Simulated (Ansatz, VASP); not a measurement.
# AgCl in VASP and in Ansatz

File INCAR:

```
SYSTEM = AgCl
PREC = Accurate ; ENCUT = 450
EDIFF = 1E-7 ; ISMEAR = 0
SIGMA = 0.01 ; LREAL = .False.
LASPH = .True. ; NELM = 120
ALGO = Normal ; ISIF = 2
LWAVE = .False. ; LCHARG = .False.
GGA = PS ; IBRION = 2
NSW = 50 ; EDIFFG = -0.002
GGA_COMPAT = .False. ; NELMIN = 4
```

Contents of KPOINTS:

```
regular mesh
0
Gamma
  8 8 8
  0 0 0
```

The input POSCAR:

```
AgCl
1.0
    0.0136187858      2.7305665558      2.7305665558
    2.7305665558      0.0136187858      2.7305665558
    2.7305665558      2.7305665558      0.0136187858
Ag Cl
1 1
Direct
    0.0000000000      0.0000000000      0.0000000000
    0.5000000000      0.5000000000      0.5000000000
```

Input for Ansatz:

```yaml
crystal:
  lattice:
    - [0.01361878581, 2.73056655578, 2.73056655578]
    - [2.73056655578, 0.01361878581, 2.73056655578]
    - [2.73056655578, 2.73056655578, 0.01361878581]
  atoms:
    - { symbol: Ag, position: [0.0, 0.0, 0.0] }
    - { symbol: Cl, position: [0.5, 0.5, 0.5] }
kpoints:
  mp_grid: { grid: [8, 8, 8] }
scf:
  occupations: { method: fixed }
  convergence: { dr2_threshold: 1.0e-10 }
hamiltonian:
  xc: pbesol
  pseudopotentials: { kind: all_electron, lapw: { basis_error: 0.0005 } }
output:
  forces: true
  stress: true
  eigenstates:
    kpoints:
      - [0.0, 0.0, 0.0]
      - [0.0, -0.5, 0.0]
      - [-0.5, 0.0, 0.0]
      - [0.0, 0.0, -0.5]
      - [-0.5, -0.5, -0.5]
      - [-0.5, 0.0, -0.5]
      - [0.0, -0.5, -0.5]
      - [-0.5, -0.5, 0.0]
relax:
  f_tol: 0.002
  max_steps: 30
```

Change from the starting cell: equal xy, yz and zx engineering shears of +0.5 %.

Alike in both runs: task relaxation of the atoms; functional PBEsol; k mesh 8 × 8 × 8; no spin polarisation.

```csv
,VASP,Ansatz
version,VASP 6.6.1,Ansatz 0.2.0
potentials or method,"VASP PAW PBE potentials, release 64 (Ag, Cl), cutoff 450 eV","all-electron LAPW, scalar-relativistic"
occupations,"gaussian, width 0.01 eV",fixed
```

VASP gave:

| Item | Value |
| --- | --- |
| gap on the k mesh at the Fermi level, each at its own relaxed structure (eV) | 0.71 |

Task: What did Ansatz give for the same quantities?

Result: gap on the k mesh at the Fermi level, each at its own relaxed structure (eV): 0.72.

VASP's potentials were made for PBE, not for PBEsol. Ansatz ran all-electron here, and VASP with PAW potentials.

Noted on VASP's run: the relaxation stopped at its first step, so nothing moved.
